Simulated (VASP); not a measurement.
# NaF (Fm-3m) in VASP: further runs, part 2 of 2

VASP 6.6.1.

## (3) Single point, PBE+D4

This run uses another cell than the first one, of 12.54 Å³/atom, 1.054 times its volume.

Contents of INCAR:

```
SYSTEM = NaF
ALGO = Normal
EDIFF = 1E-6
ENCUT = 520
GGA = PE
ISIF = 2
ISMEAR = 0
IVDW = 13
LASPH = .TRUE.
LCHARG = .FALSE.
LREAL = .FALSE.
LWAVE = .FALSE.
NBANDS = 14
NELM = 80
PREC = Accurate
SIGMA = 0.05
```

Contents of KPOINTS:

```
k-points
0
G
  8 8 8
  0 0 0
```

Contents of POSCAR:

```
NaF
1.0
    0.0000000000      2.3233012604      2.3233012604
    2.3233012604      0.0000000000      2.3233012604
    2.3233012604      2.3233012604      0.0000000000
Na F
1 1
Direct
    0.0000000000      0.0000000000      0.0000000000
    0.5000000000      0.5000000000      0.5000000000
```

Potentials or basis: VASP PAW PBE potentials, release 64 (Na_pv, F).

Command:

```sh
$ cat potpaw_PBE.64/Na_pv/POTCAR potpaw_PBE.64/F/POTCAR > POTCAR
$ mpirun -np 1 vasp_std > vasp.out
```

OUTCAR:

```text
SYSTEM = NaF
   EDIFF = 1E-6
   ENCUT = 520
   GGA = PE
   ISIF = 2
   ISMEAR = 0
   IVDW = 13
   LASPH = .TRUE.
   LREAL = .FALSE.
   NELM = 80
   PREC = Accurate

 ion  position               nearest neighbor table
   1  0.000  0.000  0.000-   2 2.32   2 2.32   2 2.32   2 2.32   2 2.32   2 2.32
   2  0.500  0.500  0.500-   1 2.32   1 2.32   1 2.32   1 2.32   1 2.32   1 2.32

  LATTYP: Found a face centered cubic cell.
 ALAT       =     4.6466025208

  Lattice vectors:

 A1 = (   0.0000000000,   2.3233012604,   2.3233012604)
 A2 = (   2.3233012604,   0.0000000000,   2.3233012604)
 A3 = (   2.3233012604,   2.3233012604,   0.0000000000)
[... 593 lines left out ...]

  DFT-D4 for vdW energy calculation

  Edisp (eV):   -0.10256

  FORCE on cell =-STRESS in cart. coord.  units (eV):
  Direction    XX          YY          ZZ          XY          YZ          ZX
  --------------------------------------------------------------------------------------
  -------------------------------------------------------------------------------------
  Total       0.13393     0.13393     0.13393     0.00000     0.00000     0.00000
  in kB       8.55541     8.55541     8.55541     0.00000     0.00000     0.00000
  external pressure =        8.56 kB  Pullay stress =        0.00 kB

 VOLUME and BASIS-vectors are now :
 -----------------------------------------------------------------------------
  energy-cutoff  :      520.00
  volume of cell :       25.08
      direct lattice vectors                 reciprocal lattice vectors
     0.000000000  2.323301260  2.323301260    -0.215211005  0.215211005  0.215211005
     2.323301260  0.000000000  2.323301260     0.215211005 -0.215211005  0.215211005
     2.323301260  2.323301260  0.000000000     0.215211005  0.215211005 -0.215211005

 POSITION                                       TOTAL-FORCE (eV/Angst)
 -----------------------------------------------------------------------------------
      0.00000      0.00000      0.00000         0.000000      0.000000      0.000000
      2.32330      2.32330      2.32330         0.000000      0.000000      0.000000
 -----------------------------------------------------------------------------------
    total drift:                                0.000000     -0.000000      0.000000

  FREE ENERGIE OF THE ION-ELECTRON SYSTEM (eV)
  ---------------------------------------------------
  free  energy   TOTEN  =        -8.6666736727 eV

  energy  without entropy=       -8.6666736727  energy(sigma->0) =       -8.66667367
```

OSZICAR:

```text
N       E                     dE             d eps       ncg     rms          rms(c)
DAV:   1     0.110034259483E+03    0.11003E+03   -0.77056E+03   812   0.126E+03
DAV:   2    -0.356842266442E+01   -0.11360E+03   -0.10575E+03   860   0.347E+02
DAV:   3    -0.941065866620E+01   -0.58422E+01   -0.58302E+01  1040   0.711E+01
DAV:   4    -0.946056336812E+01   -0.49905E-01   -0.49902E-01   902   0.683E+00
DAV:   5    -0.946102361369E+01   -0.46025E-03   -0.46024E-03  1010   0.670E-01    0.542E+00
DAV:   6    -0.857223156385E+01    0.88879E+00   -0.30905E+00   966   0.147E+01    0.183E+00
DAV:   7    -0.856210001525E+01    0.10132E-01   -0.28854E-02   848   0.203E+00    0.106E+00
DAV:   8    -0.856354252685E+01   -0.14425E-02   -0.29005E-02   878   0.340E+00    0.148E-01
DAV:   9    -0.856420976647E+01   -0.66724E-03   -0.40795E-03   956   0.587E-01    0.122E-01
DAV:  10    -0.856411201392E+01    0.97753E-04   -0.76132E-04   884   0.312E-01    0.147E-02
DAV:  11    -0.856411031592E+01    0.16980E-05   -0.27146E-05   968   0.739E-02    0.331E-03
DAV:  12    -0.856411072112E+01   -0.40520E-06   -0.15109E-06   872   0.146E-02
   1 F= -.86666737E+01 E0= -.86666737E+01  d E =-.160614E-22
```

Run time: 20 s. Hardware: 1 thread of AMD EPYC 7R13, shared host; peak memory 0.1 GiB.

Results:

| Quantity | Value |
| --- | --- |
| Free energy | -8.6667 eV |
| Pressure | 0.9 GPa |
| Band gap on the k mesh | 6.26 eV, direct |
| Dispersion energy per atom | -0.051 eV |

Levels at points of the mesh, in eV from the valence-band top:
| k point | band 4 | band 5 | band 6 | band 7 | band 8 | band 9 | band 10 | band 11 |
| --- | --- | --- | --- | --- | --- | --- | --- | --- |
| (0.00, 0.00, 0.00) | -18.97 | 0.00 | 0.00 | 0.00 | 6.26 | 18.92 | 18.92 | 18.92 |
| (0.50, 0.00, 0.00) | -18.20 | -1.57 | -0.25 | -0.25 | 10.73 | 12.40 | 20.02 | 20.02 |
| (0.50, 0.50, 0.00) | -18.91 | -1.26 | -0.40 | -0.40 | 13.08 | 13.28 | 13.52 | 19.66 |

A hybrid or GW would open this gap; PBE tends to underestimate it.

## (4) Single point, PBE+D4

This run uses another cell than the first one, of 12.62 Å³/atom, 1.061 times its volume.

Contents of INCAR:

```
SYSTEM = NaF
ALGO = Normal
EDIFF = 1E-7
ENCUT = 520
GGA = PE
ISIF = 2
ISMEAR = 0
IVDW = 13
LASPH = .True.
LCHARG = .False.
LREAL = .False.
LWAVE = .False.
NBANDS = 14
NELM = 80
PREC = Accurate
SIGMA = 0.05
```

Contents of KPOINTS:

```
k-points
0
Gamma
  8 8 8
  0 0 0
```

Contents of POSCAR:

```
NaF
1.0
    0.0000000000      2.3283997525      2.3283997525
    2.3283997525      0.0000000000      2.3283997525
    2.3283997525      2.3283997525      0.0000000000
Na F
1 1
Direct
    0.0000000000      0.0000000000      0.0000000000
    0.5000000000      0.5000000000      0.5000000000
```

Command:

```sh
$ cat potpaw_PBE.64/Na_pv/POTCAR potpaw_PBE.64/F/POTCAR > POTCAR
$ mpirun -np 1 vasp_std > vasp.out
```

It took 22 s on 1 thread of AMD EPYC 7R13, shared host; peak memory 0.1 GiB.

The run converged. Its results:

- Free energy: -8.6677 eV
- Pressure: 0.5 GPa
- Band gap on the k mesh: 6.22 eV, direct
- Dispersion energy per atom: -0.051 eV

Levels at points of the mesh, in eV from the valence-band top:
| k point | band 3 | band 4 | band 5 | band 6 | band 7 | band 8 | band 9 | band 10 | band 11 | band 12 |
| --- | --- | --- | --- | --- | --- | --- | --- | --- | --- | --- |
| (0.00, 0.00, 0.00) | -18.99 | -18.99 | 0.00 | 0.00 | 0.00 | 6.22 | 18.87 | 18.87 | 18.87 | 21.70 |
| (0.50, 0.00, 0.00) | -19.00 | -18.21 | -1.56 | -0.25 | -0.25 | 10.69 | 12.34 | 19.95 | 19.95 | 22.74 |
| (0.50, 0.50, 0.00) | -19.04 | -18.91 | -1.25 | -0.40 | -0.40 | 13.03 | 13.25 | 13.46 | 19.58 | 19.58 |

A hybrid or GW would open this gap; PBE tends to underestimate it.

## (5) The runs side by side

```csv
level,cell,gap on the mesh (eV),pressure (GPa)
PBE+D3(BJ),"a = 3.229 Å, angles 60.0°, 2 atoms",6.55,2.2
PBE+D4,"a = 3.286 Å, angles 60.0°, 2 atoms",6.26,0.9
PBE+D4,"a = 3.293 Å, angles 60.0°, 2 atoms",6.22,0.5
```

Alike in all rows: task single point; potentials or basis VASP PAW PBE potentials, release 64 (Na_pv, F); no spin polarisation; k mesh 8 × 8 × 8; cutoff (eV) 520; smearing gaussian 0.05 eV.

Absolute energies hang on the potentials; compare differences alone.
